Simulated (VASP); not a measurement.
# SrGe2O5: relaxation of cell and atoms with PBEsol

SrGe2O5:

```
Sr Ge O
1.0
     6.75300    0.00000    0.00000
     0.00000    5.87250    0.00000
     0.00000    0.00000    9.27960
Sr Ge O
4 8 20
Cartesian
  6.6254 4.4044 5.9028
  0.1276 1.4681 3.3768
  3.5041 1.4681 1.2630
  3.2489 4.4044 8.0166
  3.3765 2.9362 4.6398
  0.0000 2.9362 0.0000
  0.0000 0.0000 0.0000
  3.3765 0.0000 4.6398
  4.9344 1.4681 6.8784
  1.8186 4.4044 2.4012
  5.1951 4.4044 2.2386
  1.5579 1.4681 7.0410
  5.6928 1.4681 8.5317
  1.0602 4.4044 0.7479
  4.4367 4.4044 3.8919
  2.3163 1.4681 5.3877
  4.3496 1.4681 3.9383
  2.4034 4.4044 5.3413
  5.7799 4.4044 8.5781
  0.9731 1.4681 0.7015
  4.4772 3.0191 6.1570
  2.2758 2.8534 3.1226
  5.6523 2.8534 1.5172
  1.1007 3.0191 7.7624
  1.1007 5.7897 7.7624
  5.6523 0.0828 1.5172
  2.2758 0.0828 3.1226
  4.4772 5.7897 6.1570
  6.6260 1.4681 6.0252
  0.1270 4.4044 3.2544
  3.5035 4.4044 1.3854
  3.2495 1.4681 7.8942
```

```json
{
 "Program": "VASP 6.6.1",
 "Task": "relaxation of cell and atoms",
 "Functional": "PBEsol",
 "Potentials or basis": "VASP PAW PBE potentials, release 64 (Sr_sv, Ge_d, O)",
 "Cutoff": "600 eV",
 "k mesh": "4 × 6 × 4",
 "Occupations": "gaussian, width 0.03 eV",
 "Spin": "no spin polarisation",
 "Further INCAR settings": "LREAL = Auto; ALGO = Normal; EDIFF = 1e-06; IBRION = 2; EDIFFG = -0.01; NSW = 90; ISIF = 3"
}
```

```
Relaxed volume                        : 11.52 Å³/atom
Relaxed cell                          : a = 6.729 Å, b = 5.892 Å, c = 9.301 Å, α = 90.00°, β = 90.00°, γ = 90.00°
Space group after relaxing (to 0.1 Å) : Pnma (No. 62)
Energy gained by relaxing             : 1.9 meV/atom
Ionic steps                           : 20
Pressure after relaxing               : 0.0 GPa
Largest force after relaxing          : 0.008 eV/Å
Band gap on the k mesh                : 2.53 eV (least direct gap 2.56 eV)
```

Forces on the atoms (eV/Å):
```
Sr  -0.004  0.000 -0.002
Sr   0.004  0.000  0.002
Sr   0.004  0.000 -0.002
Sr  -0.004  0.000  0.002
Ge   0.000  0.000  0.000
Ge   0.000  0.000  0.000
Ge   0.000  0.000  0.000
Ge   0.000  0.000  0.000
Ge  -0.004  0.000  0.003
Ge   0.004  0.000 -0.003
Ge   0.004  0.000  0.003
Ge  -0.004  0.000 -0.003
O   -0.001  0.000  0.004
O    0.001  0.000 -0.004
O    0.001  0.000  0.004
O   -0.001  0.000 -0.004
O   -0.008  0.000 -0.002
O    0.008  0.000  0.002
O    0.008  0.000 -0.002
O   -0.008  0.000  0.002
O    0.000 -0.004  0.005
O    0.000  0.004 -0.005
O    0.000  0.004  0.005
O    0.000 -0.004 -0.005
O    0.000  0.004 -0.005
O    0.000 -0.004  0.005
O    0.000 -0.004 -0.005
O    0.000  0.004  0.005
O    0.007  0.000 -0.003
O   -0.007  0.000  0.003
O   -0.007  0.000 -0.003
O    0.007  0.000  0.003
```

The path:
```
step  energy change (eV)  largest force (eV/Å)  pressure (GPa)  volume (Å³)
   1              0.0000                0.4559            1.29       368.00
   2             -0.0195                0.3257           -1.94       372.94
   3             -0.0475                0.1334           -0.56       370.78
   4             -0.0561                0.0647           -0.05       369.32
   5             -0.0561                0.0681           -0.04       369.30
   6             -0.0574                0.0432            0.03       368.91
   7             -0.0574                0.0439            0.01       368.94
   8             -0.0580                0.0285            0.04       368.88
   9             -0.0581                0.0383            0.08       368.74
  10             -0.0583                0.0270            0.05       368.81
  11             -0.0587                0.0203           -0.04       368.98
  12             -0.0587                0.0237           -0.08       369.03
  13             -0.0590                0.0170            0.00       368.97
  14             -0.0592                0.0236            0.02       368.92
  15             -0.0593                0.0372            0.06       368.82
  16             -0.0596                0.0317            0.03       368.88
  17             -0.0599                0.0239           -0.06       369.04
  18             -0.0601                0.0128           -0.02       368.90
  19             -0.0602                0.0148            0.03       368.75
  20             -0.0605                0.0082            0.01       368.75
```

Final structure:
```
CELL_PARAMETERS angstrom
6.72869 0.00000 0.00000
0.00000 5.89231 0.00000
0.00000 0.00000 9.30064
ATOMIC_POSITIONS crystal
Sr 0.97950 0.75000 0.63626
Sr 0.02050 0.25000 0.36374
Sr 0.52050 0.25000 0.13626
Sr 0.47950 0.75000 0.86374
Ge 0.50000 0.50000 0.50000
Ge 0.00000 0.50000 0.00000
Ge 0.00000 0.00000 0.00000
Ge 0.50000 0.00000 0.50000
Ge 0.72826 0.25000 0.74140
Ge 0.27174 0.75000 0.25860
Ge 0.77174 0.75000 0.24140
Ge 0.22826 0.25000 0.75860
O 0.84048 0.25000 0.92126
O 0.15952 0.75000 0.07874
O 0.65952 0.75000 0.42126
O 0.34048 0.25000 0.57874
O 0.64637 0.25000 0.42592
O 0.35363 0.75000 0.57408
O 0.85363 0.75000 0.92592
O 0.14637 0.25000 0.07408
O 0.66168 0.51749 0.66483
O 0.33832 0.48251 0.33517
O 0.83832 0.48251 0.16483
O 0.16168 0.51749 0.83517
O 0.16168 0.98251 0.83517
O 0.83832 0.01749 0.16483
O 0.33832 0.01749 0.33517
O 0.66168 0.98251 0.66483
O 0.98033 0.25000 0.64851
O 0.01967 0.75000 0.35149
O 0.51967 0.75000 0.14851
O 0.48033 0.25000 0.85149
```

Levels at points of the mesh, in eV from the valence-band top:
```csv
k point,band 133,band 134,band 135,band 136,band 137,band 138,band 139,band 140
"(0.00, 0.00, 0.00)",-0.33,-0.29,-0.13,-0.04,2.53,4.04,4.80,5.18
"(0.50, 0.00, 0.00)",-0.42,-0.42,-0.38,-0.38,3.82,3.82,5.03,5.03
"(0.00, 0.50, 0.00)",-0.44,-0.44,-0.08,-0.08,4.57,4.57,5.18,5.18
"(0.50, 0.50, 0.00)",-0.31,-0.31,-0.31,-0.31,5.12,5.12,5.12,5.12
"(0.00, 0.00, 0.50)",-0.27,-0.27,-0.14,-0.14,3.51,3.51,4.73,4.73
"(0.50, 0.00, 0.50)",-0.43,-0.43,-0.42,-0.42,4.03,4.03,5.19,5.19
"(0.00, 0.50, 0.50)",-0.49,-0.49,0.00,0.00,4.58,4.58,5.32,5.32
"(0.50, 0.50, 0.50)",-0.31,-0.31,-0.31,-0.31,4.95,4.95,4.95,4.95
```

Run time: 2.7 h on 8 MPI ranks on Intel(R) Xeon(R) Platinum 8488C (Sapphire Rapids), with other jobs on the host, peak memory 1.7 GiB a rank.

Caveat: the PAW data sets were made with another functional, which shifts forces and pressure a little. A k mesh can miss the band edges.
